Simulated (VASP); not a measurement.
# BN (Amm2) in VASP: notebook

BN is run at these levels: r2SCAN; tasks: single point.

Program: VASP 6.6.1. These are calculated values, not measurements. Logs are shortened: lines on timing, memory, paths and dates and some standing lists are left out, and cuts for length are marked.

## Step 1: The cell of the first run

The structure is orthorhombic, space group Amm2 (No. 38). The conventional cell has a = 6.661 Å, b = 2.504 Å, c = 4.337 Å, α = 90.00°, β = 90.00°, γ = 90.00°. B (site symmetry mm2) has 3 N at 1.39 to 1.57 Å within 1.9 Å. Within 1.8 Å of B (site symmetry mm2) lie 3 N at 1.32 to 1.51 Å. Within 1.8 Å of N (site symmetry mm2) lie 3 B at 1.32 to 1.51 Å. N (site symmetry mm2) has 3 B at 1.39 to 1.57 Å within 1.9 Å.

## Step 2: Single point, r2SCAN

Input file POSCAR:

```
BN
1.0
    2.5039917043      0.0000000000      0.0000000000
   -1.2519958522      2.1685204268      0.0000000000
    0.0000000000      0.0000000000      6.6612000000
B N
2 2
Direct
    0.3333333333      0.6666666667      0.2500000000
    0.6666666667      0.3333333333      0.7500000000
    0.2756903439      0.6378451720      0.7500000000
    0.6090236773      0.3045118386      0.2500000000
```

Input file INCAR.step1:

```
SYSTEM = BN
ALGO = Normal ; EDIFF = 1E-4
ENCUT = 520 ; GGA = PE
ISMEAR = 0 ; LASPH = .True.
LCHARG = .False. ; LREAL = .False.
LWAVE = .True. ; NBANDS = 16
NELM = 80 ; PREC = Accurate
SIGMA = 0.05
```

Input file INCAR.step2:

```
SYSTEM = BN
ALGO = Normal ; EDIFF = 1E-6
ENCUT = 520 ; ISIF = 2
ISMEAR = 0 ; ISTART = 1
LASPH = .True. ; LCHARG = .False.
LMIXTAU = .True. ; LREAL = .False.
LWAVE = .False. ; METAGGA = R2SCAN
NBANDS = 16 ; NELM = 80
PREC = Accurate ; SIGMA = 0.05
```

Input file KPOINTS:

```
k-points
0
Gamma
  12 12 4
  0 0 0
```

Potentials or basis: VASP PAW PBE potentials, release 64 (B, N).

Launch:

```
$ cat potpaw_PBE.64/B/POTCAR potpaw_PBE.64/N/POTCAR > POTCAR
$ cp INCAR.step1 INCAR
$ mpirun -np 1 vasp_std > vasp.out
$ cp INCAR.step2 INCAR
$ mpirun -np 1 vasp_std > vasp.out
```

OUTCAR:

```text
SYSTEM = BN
   EDIFF = 1E-6
   ENCUT = 520
   ISIF = 2
   ISMEAR = 0
   ISTART = 1
   LASPH = .True.
   LREAL = .False.
   METAGGA = R2SCAN
   NELM = 80
   PREC = Accurate

 ion  position               nearest neighbor table
   1  0.333  0.667  0.250-   4 1.39   4 1.39   4 1.57
   2  0.667  0.333  0.750-   3 1.32   3 1.51   3 1.51
   3  0.276  0.638  0.750-   2 1.32   2 1.51   2 1.51
   4  0.609  0.305  0.250-   1 1.39   1 1.39   1 1.57

  LATTYP: Found a hexagonal cell.
 ALAT       =     2.5039917043
 C/A-ratio  =     2.6602324555

  Lattice vectors:

 A1 = (   2.5039917043,   0.0000000000,   0.0000000000)
 A2 = (  -1.2519958522,   2.1685204268,   0.0000000000)
 A3 = (   0.0000000000,   0.0000000000,   6.6612000000)

Analysis of symmetry for initial positions (statically):
=====================================================================
 Subroutine PRICEL returns:
 Original cell was already a primitive cell.

 Routine SETGRP: Setting up the symmetry group for a
 hexagonal supercell.

 Subroutine GETGRP returns: Found  4 space group operations
 (whereof  2 operations were pure point group operations)
 out of a pool of 24 trial point group operations.

The static configuration has the point symmetry C_1h.
 The point group associated with its full space group is C_2v.

Analysis of symmetry for dynamics (positions and initial velocities):
=====================================================================
 Subroutine PRICEL returns:
 Original cell was already a primitive cell.

 Routine SETGRP: Setting up the symmetry group for a
 hexagonal supercell.

 Subroutine GETGRP returns: Found  4 space group operations
 (whereof  2 operations were pure point group operations)
 out of a pool of 24 trial point group operations.

The dynamic configuration has the point symmetry C_1h.
 The point group associated with its full space group is C_2v.

 Subroutine INISYM returns: Found  4 space group operations
 (whereof  2 operations are pure point group operations),
 and found     1 'primitive' translations

----------------------------------------------------------------------------------------

                                     Primitive cell

  volume of cell :      36.1700

  direct lattice vectors                    reciprocal lattice vectors
     2.503991704  0.000000000  0.000000000     0.399362345  0.230571958  0.000000000
    -1.251995852  2.168520427  0.000000000     0.000000000  0.461143915  0.000000000
     0.000000000  0.000000000  6.661200000     0.000000000  0.000000000  0.150123101

  length of vectors
     2.503991704  2.503991704  6.661200000     0.461143915  0.461143915  0.150123101

  position of ions in fractional coordinates (direct lattice)
     0.333333333  0.666666667  0.250000000
     0.666666667  0.333333333  0.750000000
     0.275690344  0.637845172  0.750000000
     0.609023677  0.304511839  0.250000000

  ion indices of the primitive-cell ions
   primitive index   ion index
                 1           1
                 2           2
                 3           3
                 4           4

----------------------------------------------------------------------------------------

 KPOINTS: k-points

Automatic generation of k-mesh.
 Grid dimensions read from file:
 generate k-points for:   12   12    4

 Generating k-lattice:

  Cartesian coordinates                     Fractional coordinates (reciprocal lattice)
     0.033280195  0.019214330  0.000000000     0.083333333 -0.000000000  0.000000000
     0.000000000  0.038428660  0.000000000     0.000000000  0.083333333  0.000000000
     0.000000000  0.000000000  0.037530775     0.000000000  0.000000000  0.250000000

  Length of vectors
     0.038428660  0.038428660  0.037530775

  Shift w.r.t. Gamma in fractional coordinates (k-lattice)
     0.000000000  0.000000000  0.000000000

 Subroutine IBZKPT returns following result:
 ===========================================

 Found    129 irreducible k-points:

 Following reciprocal coordinates:
            Coordinates               Weight
  0.000000  0.000000  0.000000      1.000000
  0.083333  0.000000  0.000000      2.000000
  0.000000  0.083333  0.000000      4.000000
  0.166667  0.000000  0.000000      2.000000
  0.000000  0.166667  0.000000      4.000000
  0.250000  0.000000  0.000000      2.000000
[... 16 lines left out ...]
 -0.083333  0.416667  0.000000      4.000000
 -0.416667  0.333333  0.000000      4.000000
 [... further k-points ...]
   k-points           NKPTS =    129   k-points in BZ     NKDIM =    129   number of bands    NBANDS=     16
   number of dos      NEDOS =    301   number of ions     NIONS =      4
   total plane-waves  NPLWV =  20000
   dimension x,y,z NGX =    20 NGY =   20 NGZ =   50
   dimension x,y,z NGXF=    40 NGYF=   40 NGZF=  100
   ions per type =               2   2
   NGX,Y,Z   is equivalent  to a cutoff of  13.28, 13.28, 12.48 a.u.
   NGXF,Y,Z  is equivalent  to a cutoff of  26.56, 26.56, 24.96 a.u.
 SYSTEM =  BN
   PREC   = accura    normal or accurate (medium, high low for compatibility)
   ISTART =      1    job   : 0-new  1-cont  2-samecut
   ICHARG =      0    charge: 1-file 2-atom 10-const
   ISPIN  =      1    spin polarized calculation?
   LNONCOLLINEAR =      F non collinear calculations
   LSORBIT =      F    spin-orbit coupling
   LASPH  =      T    aspherical Exc in radial PAW
   ENCUT  =  520.0 eV  38.22 Ry    6.18 a.u.   4.66  4.66 12.39*2*pi/ulx,y,z
   NELM   =     80;   NELMIN=  2; NELMDL=  0     # of ELM steps
   EDIFF  = 0.1E-05   stopping-criterion for ELM
   LREAL  =      F    real-space projection
   EDIFFG = 0.1E-04   stopping-criterion for IOM
   NSW    =      0    number of steps for IOM
   IBRION =     -1    ionic relax: 0-MD 1-quasi-New 2-CG
   NFREE  =      0    steps in history (QN), initial steepest desc. (CG)
   ISIF   =      2    stress and relaxation
   ISYM   =      2    0-nonsym 1-usesym 2-fastsym
   POTIM  = 0.5000    time-step for ionic-motion
   TEBEG  =    0.0;   TEEND  =   0.0 temperature during run
   PSTRESS=    0.0 pullay stress
   NELECT =      16.0000    total number of electrons
   NUPDOWN=      -1.0000    fix difference up-down
   EMIN   =  10.00;   EMAX   =-10.00  energy-range for DOS
   EFERMI =   0.00;   METHOD = LEGACY
   ISMEAR =     0;   SIGMA  =   0.05  broadening in eV -4-tet -1-fermi 0-gaus
   EFERMI_NEDOS =   21; number of points for ismear=-14 and -15
   IALGO  =     38    algorithm
   IMIX   =      4    mixing-type and parameters
     AMIX     =   0.40;   BMIX     =  1.00
     AMIX_MAG =   1.60;   BMIX_MAG =  1.00
  volume/ion in A,a.u.               =       9.04        61.02
  Fermi-wavevector in a.u.,A,eV,Ry     =   1.247379  2.357205 21.170055  1.555955
  Thomas-Fermi vector in A             =   2.381514
   LORBIT       =      0    0 simple, 1 ext, 2 COOP (PROOUT), +10 PAW based schemes
   METAGGA = R2SCAN    functional components
   LHFCALC =     F    Hartree Fock is set to
   AEXX    =    0.0000 exact exchange contribution
   IVDW    =     0    specifies the selected vdW correction
   LEPSILON=     F    determine dielectric tensor
   LRPA    =     F    only Hartree local field effects (RPA)
 non-spin polarized calculation
 Gauss-broadening in eV      SIGMA  =   0.05
  energy-cutoff  :      520.00
  volume of cell :       36.17
 maximum number of plane-waves:       992
   NGX =  9   NGY =  9   NGZ = 25

 number of electron      15.9999998 magnetization

 Free energy of the ion-electron system (eV)
  ---------------------------------------------------
  ext. energy  EPLUGINS =         0.00000000
  ---------------------------------------------------
  free energy    TOTEN  =       -37.94261425 eV

  energy without entropy =      -37.94261425  energy(sigma->0) =      -37.94261425

 E-fermi :   2.4421     XC(G=0): -10.7070

 val. band max:        2.1569306204   @ k =   0.0000   0.0000   0.5000
 cond. band min:       6.5284728271   @ k =   0.5000   0.0000   0.5000
 fundamental gap:      4.3715422067
 Fermi energy:         2.4420680425

 k-point     1 :       0.0000    0.0000    0.0000
  band No.  band energies     occupation
      1     -16.8272      2.00000
      2     -16.5448      2.00000
      3      -4.4127      2.00000
      4      -2.2727      2.00000
      5      -0.8905      2.00000
      6      -0.8059      2.00000
[... 8 lines left out ...]
     15      16.4262      0.00000
     16      16.5297      0.00000

 k-point     2 :       0.0833    0.0000    0.0000
  band No.  band energies     occupation
      1     -16.6871      2.00000
      2     -16.4090      2.00000
      3      -4.2199      2.00000
      4      -2.0995      2.00000
      5      -1.2545      2.00000
      6      -1.0827      2.00000
[... 8 lines left out ...]
     15      16.5177      0.00000
     16      16.9726      0.00000

 k-point     3 :       0.0000    0.0833    0.0000
  band No.  band energies     occupation
      1     -16.6876      2.00000
      2     -16.4097      2.00000
      3      -4.2194      2.00000
      4      -2.0986      2.00000
      5      -1.3038      2.00000
      6      -1.1031      2.00000
[... 8 lines left out ...]
     15      16.4452      0.00000
     16      17.1960      0.00000

 k-point     4 :       0.1667    0.0000    0.0000
  band No.  band energies     occupation
      1     -16.2768      2.00000
      2     -16.0083      2.00000
      3      -3.6492      2.00000
      4      -2.4368      2.00000
      5      -1.5910      2.00000
      6      -1.5701      2.00000
[... 8 lines left out ...]
     15      17.0168      0.00000
     16      18.5012      0.00000
[... 324 lines left out ...]
 k-point    22 :       0.3333    0.0833    0.0000
  band No.  band energies     occupation
      1     -14.3577      2.00000
      2     -14.0630      2.00000
      3      -6.2754      2.00000
      4      -5.5228      2.00000
      5      -3.2053      2.00000
      6      -1.6377      2.00000
[... 8 lines left out ...]
     15      18.0708      0.00000
     16      21.1751      0.00000

 k-point    23 :      -0.0833    0.4167    0.0000
  band No.  band energies     occupation
      1     -14.3388      2.00000
      2     -14.1131      2.00000
      3      -6.2243      2.00000
      4      -5.8287      2.00000
      5      -2.5372      2.00000
      6      -1.7106      2.00000
[... 8 lines left out ...]
     15      18.2832      0.00000
     16      21.6583      0.00000

 k-point    24 :      -0.4167    0.3333    0.0000
  band No.  band energies     occupation
      1     -14.3107      2.00000
      2     -14.1345      2.00000
      3      -6.2206      2.00000
      4      -5.8274      2.00000
      5      -2.4951      2.00000
      6      -1.8316      2.00000
[... 8 lines left out ...]
     15      18.1339      0.00000
     16      21.7613      0.00000

 [... further k-points ...]
[... 5 lines left out ...]
  --------------------------------------------------------------------------------------
  -------------------------------------------------------------------------------------
  Total        2.1828806      1.5554895      0.1137480      0.5433366      0.0000000      0.0000000
  in kB       96.6922540     68.9015198      5.0385502     24.0674818      0.0000000      0.0000000
  external PRESSURE =      56.8774413 kB  Pullay stress =       0.0000000 kB

 VOLUME and BASIS-vectors are now :
 -----------------------------------------------------------------------------
  energy-cutoff  :      520.00
  volume of cell :       36.17
      direct lattice vectors                 reciprocal lattice vectors
     2.503991704  0.000000000  0.000000000     0.399362345  0.230571958  0.000000000
    -1.251995852  2.168520427  0.000000000     0.000000000  0.461143915  0.000000000
     0.000000000  0.000000000  6.661200000     0.000000000  0.000000000  0.150123101

 POSITION                                       TOTAL-FORCE (eV/Angst)
 -----------------------------------------------------------------------------------
     -0.00000      1.44568      1.66530        -3.620958     -2.090561      0.000000
      1.25200      0.72284      4.99590        -5.463032     -3.154083      0.000000
     -0.10825      1.38318      4.99590         5.465452      3.155480      0.000000
      1.14374      0.66034      1.66530         3.618538      2.089164      0.000000
 -----------------------------------------------------------------------------------
    total drift:                               -0.000360     -0.000205      0.000000

  FREE ENERGIE OF THE ION-ELECTRON SYSTEM (eV)
  ---------------------------------------------------
  free  energy   TOTEN  =       -37.9426142494 eV

  energy  without entropy=      -37.9426142494  energy(sigma->0) =      -37.94261425
```

Run time: 1.8 min. Hardware: 1 thread of Intel Xeon 6975P-C (Granite Rapids), shared host; peak memory 0.19 GiB.

What came out:

```
Free energy            : -37.9426 eV
Pressure               : 5.7 GPa
Largest force          : 6.311 eV/Å
Band gap on the k mesh : 4.37 eV (least direct gap 4.96 eV)
```

Forces on the atoms (eV/Å):
```
B   -3.621 -2.091  0.000
B   -5.463 -3.154  0.000
N    5.465  3.155  0.000
N    3.619  2.089  0.000
```

Levels at points of the mesh, in eV from the valence-band top:
```tsv
k point	band 4	band 5	band 6	band 7	band 8	band 9	band 10	band 11	band 12	band 13
(0.00, 0.00, 0.00)	-4.43	-3.05	-2.96	-0.06	0.00	5.43	10.30	10.40	10.87	12.62
(0.50, 0.00, 0.00)	-9.08	-5.34	-3.73	-1.82	-0.56	4.39	6.68	9.98	10.64	12.99
(0.00, 0.50, 0.00)	-9.26	-4.67	-3.88	-1.72	-0.64	4.58	6.35	9.61	10.03	13.08
(0.00, 0.00, 0.50)	-5.62	-3.05	-2.96	-0.06	0.00	7.85	7.88	10.38	10.40	13.21
(0.50, 0.00, 0.50)	-9.09	-5.34	-3.73	-1.59	-0.74	4.37	6.16	10.30	10.72	13.87
(0.00, 0.50, 0.50)	-9.27	-4.67	-3.88	-1.39	-0.93	4.74	5.69	9.90	10.07	14.02
```

Caveat: the cell differs from its parent crystal (all N atoms moved +0.125 Å, as atom 3 towards its neighbour atom 2 (B) at 1.446 Å); the cell stands under pressure; the PAW data sets were made with another functional, which shifts forces and pressure a little. A k mesh can miss the band edges.

## Step 3: Single point, r2SCAN

POSCAR: that of step 2 with these lines changed.

```diff
@@ -10,3 +10,3 @@
     0.6666666667      0.3333333333      0.7500000000
-    0.2756903439      0.6378451720      0.7500000000
-    0.6090236773      0.3045118386      0.2500000000
+    0.3045118386      0.6522559193      0.7500000000
+    0.6378451720      0.3189225860      0.2500000000
```

Input file INCAR.step1:

```
SYSTEM = BN
  ALGO = Normal
  EDIFF = 1E-4
  ENCUT = 520
  GGA = PE
  ISMEAR = 0
  LASPH = .True.
  LCHARG = .False.
  LREAL = .False.
  LWAVE = .True.
  NBANDS = 16
  NELM = 60
  PREC = Accurate
  SIGMA = 0.05
```

Input file INCAR.step2:

```
SYSTEM = BN
  ALGO = Normal
  EDIFF = 1E-7
  ENCUT = 520
  ISIF = 2
  ISMEAR = 0
  ISTART = 1
  LASPH = .True.
  LCHARG = .True.
  LELF = .True.
  LMIXTAU = .True.
  LREAL = .False.
  LVHAR = .True.
  LWAVE = .False.
  METAGGA = R2SCAN
  NBANDS = 16
  NELM = 60
  PREC = Accurate
  SIGMA = 0.05
```

KPOINTS is that of step 2.

Potentials or basis: VASP PAW PBE potentials, release 64 (B, N).

Launch:

```
$ cat potpaw_PBE.64/B/POTCAR potpaw_PBE.64/N/POTCAR > POTCAR
$ cp INCAR.step1 INCAR
$ mpirun -np 1 vasp_std > vasp.out
$ cp INCAR.step2 INCAR
$ mpirun -np 1 vasp_std > vasp.out
```

Run time: 2.2 min. Hardware: 1 thread of Intel Xeon 6975P-C (Granite Rapids), shared host; peak memory 0.19 GiB.

The run converged. Its results:

| Quantity | Value |
| --- | --- |
| Free energy | -38.4315 eV |
| Pressure | 1.2 GPa |
| Largest force | 2.849 eV/Å |
| Band gap on the k mesh | 4.79 eV (least direct gap 5.19 eV) |

Forces in eV/Å, atoms in the order of the input:
```
B   -2.025 -1.169  0.000
B   -2.467 -1.424  0.000
N    2.467  1.425  0.000
N    2.025  1.169  0.000
```

Stress tensor (GPa, compression positive):
```
1.91 0.54 0.00
0.54 1.28 0.00
0.00 0.00 0.55
```

Levels at points of the mesh, in eV from the valence-band top:
| k point | band 5 | band 6 | band 7 | band 8 | band 9 | band 10 | band 11 | band 12 |
| --- | --- | --- | --- | --- | --- | --- | --- | --- |
| (0.00, 0.00, 0.00) | -2.08 | -2.06 | -0.57 | -0.55 | 5.63 | 11.06 | 11.38 | 11.43 |
| (0.50, 0.00, 0.00) | -4.67 | -3.85 | -1.47 | -0.40 | 4.79 | 6.50 | 10.21 | 10.73 |
| (0.00, 0.50, 0.00) | -4.40 | -3.99 | -1.44 | -0.42 | 4.87 | 6.39 | 10.12 | 10.56 |
| (0.00, 0.00, 0.50) | -2.08 | -2.06 | -0.57 | -0.55 | 8.10 | 8.10 | 11.41 | 11.44 |
| (0.50, 0.00, 0.50) | -4.67 | -3.85 | -1.14 | -0.69 | 4.93 | 5.85 | 10.56 | 10.77 |
| (0.00, 0.50, 0.50) | -4.40 | -3.99 | -1.03 | -0.80 | 5.14 | 5.61 | 10.48 | 10.58 |

Caveat: the cell differs from its parent crystal (all N atoms moved +0.062 Å, as atom 3 towards its neighbour atom 2 (B) at 1.446 Å); the PAW data sets were made with another functional, which shifts forces and pressure a little. A k mesh can miss the band edges.
